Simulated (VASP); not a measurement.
# PtPb (P6_3/mmc) in VASP: a series of runs, part 2 of 2

VASP 6.6.1.

## 3. Electric field gradients, LDA (21.76 Å³/atom)

This run uses another cell than the first one, of 21.76 Å³/atom.

Contents of INCAR:

```
PREC     = Accurate       # precision mode
ENCUT    = 520            # plane-wave cutoff, eV
EDIFF    = 1E-8           # SCF threshold, eV
ISMEAR   = -1             # smearing method
SIGMA    = 0.05           # smearing width, eV
LREAL    = False          # projectors in reciprocal space
LASPH    = True           # aspherical terms in the spheres
NELM     = 80             # most SCF steps
ALGO     = Normal         # electronic algorithm
ISIF     = 2              # what is computed and relaxed
LWAVE    = False          # write WAVECAR
LCHARG   = False          # write CHGCAR
LEFG     = True         
NBANDS   = 32             # bands
```

Contents of KPOINTS:

```
regular mesh
0
Gamma
  10 10 7
```

Contents of POSCAR:

```
PtPb
1.0
    4.2781474022      0.0000000000      0.0000000000
   -2.1390737011      3.7049843314      0.0000000000
    0.0000000000      0.0000000000      5.4921335034
Pt Pb
2 2
Direct
    0.3333333333      0.6666666667      0.2500000000
    0.6666666667      0.3333333333      0.7500000000
    0.0000000000      0.0000000000      0.0000000000
    0.0000000000      0.0000000000      0.5000000000
```

Potentials or basis: VASP PAW LDA potentials, release 64 (Pt, Pb_d).

The run is started by

```
$ cat potpaw_LDA.64/Pt/POTCAR potpaw_LDA.64/Pb_d/POTCAR > POTCAR
$ mpirun -np 1 vasp_std > vasp.out
```

OUTCAR:

```text
PREC = Accurate
   ENCUT = 520
   EDIFF = 1E-8
   ISMEAR = -1
   LREAL = False
   LASPH = True
   NELM = 80
   ISIF = 2

 ion  position               nearest neighbor table
   1  0.333  0.667  0.250-   3 2.83   4 2.83   3 2.83   4 2.83   3 2.83   4 2.83
   2  0.667  0.333  0.750-   3 2.83   4 2.83   3 2.83   4 2.83   3 2.83   4 2.83
   3  0.000  0.000  0.000-   4 2.75   4 2.75   1 2.83   2 2.83   1 2.83   2 2.83   2 2.83   1 2.83

   4  0.000  0.000  0.500-   3 2.75   3 2.75   1 2.83   2 2.83   1 2.83   2 2.83   2 2.83   1 2.83

  LATTYP: Found a hexagonal cell.
 ALAT       =     4.2781474022
 C/A-ratio  =     1.2837644399

  Lattice vectors:

 A1 = (   4.2781474022,   0.0000000000,   0.0000000000)
 A2 = (  -2.1390737011,   3.7049843314,   0.0000000000)
 A3 = (   0.0000000000,   0.0000000000,   5.4921335034)

Analysis of symmetry for initial positions (statically):
=====================================================================
 Subroutine PRICEL returns:
 Original cell was already a primitive cell.

 Routine SETGRP: Setting up the symmetry group for a
 hexagonal supercell.

 Subroutine GETGRP returns: Found 24 space group operations
 (whereof 12 operations were pure point group operations)
 out of a pool of 24 trial point group operations.

The static configuration has the point symmetry D_3d.
 The point group associated with its full space group is D_6h.

Analysis of symmetry for dynamics (positions and initial velocities):
=====================================================================
 Subroutine PRICEL returns:
 Original cell was already a primitive cell.

 Routine SETGRP: Setting up the symmetry group for a
 hexagonal supercell.

[... 1008 lines left out ...]
  FORCE on cell =-STRESS in cart. coord.  units (eV):
  Direction    XX          YY          ZZ          XY          YZ          ZX
  --------------------------------------------------------------------------------------
  -------------------------------------------------------------------------------------
  Total       -2.2030406     -2.2030406     11.4604216      0.0000000      0.0000000     -0.0000000
  in kB      -40.5461733    -40.5461733    210.9249584      0.0000000      0.0000000     -0.0000000
  external PRESSURE =      43.2775372 kB  Pullay stress =       0.0000000 kB

 VOLUME and BASIS-vectors are now :
 -----------------------------------------------------------------------------
  energy-cutoff  :      520.00
  volume of cell :       87.05
      direct lattice vectors                 reciprocal lattice vectors
     4.278147402  0.000000000  0.000000000     0.233746037  0.134953337  0.000000000
    -2.139073701  3.704984331  0.000000000     0.000000000  0.269906675  0.000000000
     0.000000000  0.000000000  5.492133503     0.000000000  0.000000000  0.182078604

 POSITION                                       TOTAL-FORCE (eV/Angst)
 -----------------------------------------------------------------------------------
     -0.00000      2.46999      1.37303         0.000000      0.000000      0.000000
      2.13907      1.23499      4.11910        -0.000000     -0.000000      0.000000
      0.00000      0.00000      0.00000        -0.000000      0.000000      0.000000
      0.00000      0.00000      2.74607        -0.000000      0.000000      0.000000
 -----------------------------------------------------------------------------------
    total drift:                               -0.000000      0.000000      0.000000

  FREE ENERGIE OF THE ION-ELECTRON SYSTEM (eV)
  ---------------------------------------------------
  free  energy   TOTEN  =       -21.7423380897 eV

  energy  without entropy=      -21.7210140854  energy(sigma->0) =      -21.73167609

 Electric field gradients (V/A^2)
---------------------------------------------------------------------
 ion       V_xx      V_yy      V_zz      V_xy      V_xz      V_yz
---------------------------------------------------------------------
   1     -31.922   -31.921    63.843     0.001    -0.000     0.000
   2     -31.922   -31.921    63.843     0.001     0.000    -0.000
   3      -6.164    -6.163    12.327     0.001    -0.000     0.000
   4      -6.164    -6.163    12.327     0.001     0.000    -0.000
---------------------------------------------------------------------

 Electric field gradients after diagonalization (V/A^2)
 (convention: |V_zz| > |V_xx| > |V_yy|)
----------------------------------------------------------------------
 ion       V_xx      V_yy      V_zz     asymmetry (V_yy - V_xx)/ V_zz
----------------------------------------------------------------------
   1     -31.922   -31.921    63.843       0.000
   2     -31.922   -31.921    63.843       0.000
   3      -6.165    -6.162    12.327       0.000
   4      -6.165    -6.162    12.327       0.000
----------------------------------------------------------------------

           NMR quadrupolar parameters

 Cq : quadrupolar parameter    Cq=e*Q*V_zz/h
 eta: asymmetry parameters     (V_yy - V_xx)/ V_zz
 Q  : nuclear electric quadrupole moment in mb (millibarn)
----------------------------------------------------------------------
 ion       Cq(MHz)       eta       Q (mb)
----------------------------------------------------------------------
   1       0.154       0.000       1.000
   2       0.154       0.000       1.000
   3       0.030       0.000       1.000
   4       0.030       0.000       1.000
----------------------------------------------------------------------
```

stdout:

```text
POSCAR found type information on POSCAR PtPb
 POSCAR found :  2 types and       4 ions
 scaLAPACK will be used
 LDA part: xc-table for (Slater(with rela. corr.)+CA(PZ))
 , standard interpolation
 POSCAR, INCAR and KPOINTS ok, starting setup
 FFT: planning ... GRIDC
 FFT: planning ... GRID_SOFT
 FFT: planning ... GRID
 WAVECAR not read
 entering main loop
ion   1

ion   2

ion   3

ion   4
```

Wall time 2.8 min (1 thread of Intel Xeon 8259CL, shared host); peak memory 0.26 GiB.

Results:

```yaml
Free_energy: -21.7423 eV
Pressure: 4.3 GPa
Band_gap_on_the_k_mesh: zero (bands 24 and 25 overlap by 2.76 eV)
Largest_electric_field_gradient_by_atom: Pt +63.8; Pb +12.3 V/Å²
```

Electric field gradients, principal values (V/Å²):
```csv
atom,least,middle,greatest (by size)
1 Pt,-31.921,-31.922,63.843
2 Pt,-31.921,-31.922,63.843
3 Pb,-6.162,-6.165,12.327
4 Pb,-6.162,-6.165,12.327
```

Caveat: the cell stands under pressure; without QUAD_EFG the Cq values of the log hold for a quadrupole moment of 1 mb, not for the nuclei; spin-orbit coupling is left out, which moves the levels of the heavy elements.

## 4. Electric field gradients, LDA (21.76 Å³/atom)

This run uses another cell than the first one, of 21.76 Å³/atom.

Contents of INCAR:

```
SYSTEM = PtPb
PREC = Accurate
ENCUT = 520
EDIFF = 1E-8
ISMEAR = -1
SIGMA = 0.05
LREAL = .False.
LASPH = .True.
NELM = 100
ALGO = Normal
ISIF = 2
LWAVE = .False.
LCHARG = .False.
LEFG = .True.
NBANDS = 32
```

Contents of KPOINTS:

```
Automatic mesh
0
Gamma
  10 10 7
  0 0 0
```

POSCAR is that of step 3.

Potentials or basis: VASP PAW LDA potentials, release 64 (Pt, Pb_d).

The run is started by

```
$ cat potpaw_LDA.64/Pt/POTCAR potpaw_LDA.64/Pb_d/POTCAR > POTCAR
$ mpirun -np 1 vasp_std > vasp.out
```

OUTCAR:

```text
SYSTEM = PtPb
   PREC = Accurate
   ENCUT = 520
   EDIFF = 1E-8
   ISMEAR = -1
   LREAL = .False.
   LASPH = .True.
   NELM = 100
   ISIF = 2

 ion  position               nearest neighbor table
   1  0.333  0.667  0.250-   3 2.83   4 2.83   3 2.83   4 2.83   3 2.83   4 2.83
   2  0.667  0.333  0.750-   3 2.83   4 2.83   3 2.83   4 2.83   3 2.83   4 2.83
   3  0.000  0.000  0.000-   4 2.75   4 2.75   1 2.83   2 2.83   1 2.83   2 2.83   2 2.83   1 2.83

   4  0.000  0.000  0.500-   3 2.75   3 2.75   1 2.83   2 2.83   1 2.83   2 2.83   2 2.83   1 2.83
[... 1076 lines left out ...]
 ion       V_xx      V_yy      V_zz      V_xy      V_xz      V_yz
---------------------------------------------------------------------
   1     -31.922   -31.921    63.843     0.001    -0.000     0.000
   2     -31.922   -31.921    63.843     0.001     0.000    -0.000
   3      -6.164    -6.163    12.327     0.001    -0.000     0.000
   4      -6.164    -6.163    12.327     0.001     0.000    -0.000
---------------------------------------------------------------------

 Electric field gradients after diagonalization (V/A^2)
 (convention: |V_zz| > |V_xx| > |V_yy|)
----------------------------------------------------------------------
 ion       V_xx      V_yy      V_zz     asymmetry (V_yy - V_xx)/ V_zz
----------------------------------------------------------------------
   1     -31.922   -31.921    63.843       0.000
   2     -31.922   -31.921    63.843       0.000
   3      -6.165    -6.162    12.327       0.000
   4      -6.165    -6.162    12.327       0.000
----------------------------------------------------------------------

           NMR quadrupolar parameters

 Cq : quadrupolar parameter    Cq=e*Q*V_zz/h
 eta: asymmetry parameters     (V_yy - V_xx)/ V_zz
 Q  : nuclear electric quadrupole moment in mb (millibarn)
----------------------------------------------------------------------
 ion       Cq(MHz)       eta       Q (mb)
----------------------------------------------------------------------
   1       0.154       0.000       1.000
   2       0.154       0.000       1.000
   3       0.030       0.000       1.000
   4       0.030       0.000       1.000
----------------------------------------------------------------------
```

It took 2.8 min on 1 thread of Intel Xeon 8259CL, shared host; peak memory 0.26 GiB.

What came out:

```
Free energy                             : -21.7423 eV
Pressure                                : 4.3 GPa
Band gap on the k mesh                  : zero (bands 24 and 25 overlap by 2.76 eV)
Largest electric field gradient by atom : Pt +63.8; Pb +12.3 V/Å²
```

Electric field gradients, principal values (V/Å²):
| atom | least | middle | greatest (by size) |
| --- | --- | --- | --- |
| 1 Pt | -31.921 | -31.922 | 63.843 |
| 2 Pt | -31.921 | -31.922 | 63.843 |
| 3 Pb | -6.162 | -6.165 | 12.327 |
| 4 Pb | -6.162 | -6.165 | 12.327 |

Caveat: the cell stands under pressure; without QUAD_EFG the Cq values of the log hold for a quadrupole moment of 1 mb, not for the nuclei; spin-orbit coupling is left out, which moves the levels of the heavy elements.
